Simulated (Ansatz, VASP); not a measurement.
## Two plane-wave programs on C

The input INCAR:

```
PREC = Accurate ; ENCUT = 600
EDIFF = 1E-6 ; ISMEAR = 0
SIGMA = 0.02 ; LREAL = F
LASPH = T ; NELM = 60
ALGO = Normal ; ISIF = 3
LWAVE = F ; LCHARG = F
GGA = PE ; IBRION = 2
NSW = 100 ; EDIFFG = -0.005
```

KPOINTS

```
Automatic mesh
0
Gamma
  12 12 4
```

POSCAR

```
C
1.0
    2.5221000000      0.0000000000      0.0000000000
   -1.2610500000      2.1842026709      0.0000000000
    0.0000000000      0.0000000000      8.2371000000
C
8
Direct
    0.0000000000      0.0000000000      0.0937500000
    0.0000000000      0.0000000000      0.5937500000
    0.0000000000      0.0000000000      0.4062500000
    0.0000000000      0.0000000000      0.9062500000
    0.3333333333      0.6666666667      0.1562500000
    0.6666666667      0.3333333333      0.6562500000
    0.3333333333      0.6666666667      0.3437500000
    0.6666666667      0.3333333333      0.8437500000
```

Input for Ansatz:

```yaml
crystal:
  lattice:
    - [2.5220988435, 0.0, 0.0]
    - [-1.2610494217, 2.1842016693, 0.0]
    - [0.0, 0.0, 8.2371]
  atoms:
    - { symbol: C, position: [0.0, 0.0, 0.09375] }
    - { symbol: C, position: [0.0, 0.0, 0.59375] }
    - { symbol: C, position: [0.0, 0.0, 0.40625] }
    - { symbol: C, position: [0.0, 0.0, 0.90625] }
    - { symbol: C, position: [0.3333333333, 0.6666666667, 0.15625] }
    - { symbol: C, position: [0.6666666667, 0.3333333333, 0.65625] }
    - { symbol: C, position: [0.3333333333, 0.6666666667, 0.34375] }
    - { symbol: C, position: [0.6666666667, 0.3333333333, 0.84375] }
basis:
  ecutwfc: 420
kpoints:
  mp_grid: { grid: [12, 12, 4] }
hamiltonian:
  xc: pbe
scf:
  occupations: { method: gaussian, width: 0.02 }
output:
  forces: true
  stress: true
  eigenvalues: true
  write_density: true
  write_potential: true
  elf: true
  volumetric_format: npy
relax:
  adjacent_minimum: "off"
  f_tol: 0.005
  max_steps: 80
  cell: { stress_tol: 0.05 }
```

Alike in both runs: task relaxation of cell and atoms; functional PBE; k mesh 12 × 12 × 4; occupations gaussian, width 0.02 eV; no spin polarisation.

```csv
,VASP,Ansatz
version,VASP 6.6.1,Ansatz 0.2.0
potentials or method,"VASP PAW PBE potentials, release 64 (C), cutoff 600 eV","scalar-relativistic, plane waves, PAW"
valence electrons in the cell,32,32
```

|  | VASP | Ansatz | Ansatz less VASP |
| --- | --- | --- | --- |
| gap on the k mesh at the Fermi level, each at its own relaxed structure (eV) | 4.53 | 4.54 | +0.011 |
| relaxed volume (Å³/atom) | 5.70 | 5.70 | 0.000 |
| relaxed length of the cell vector where the two differ most in proportion (Å) | 8.304 | 8.305 | +0.0005 |
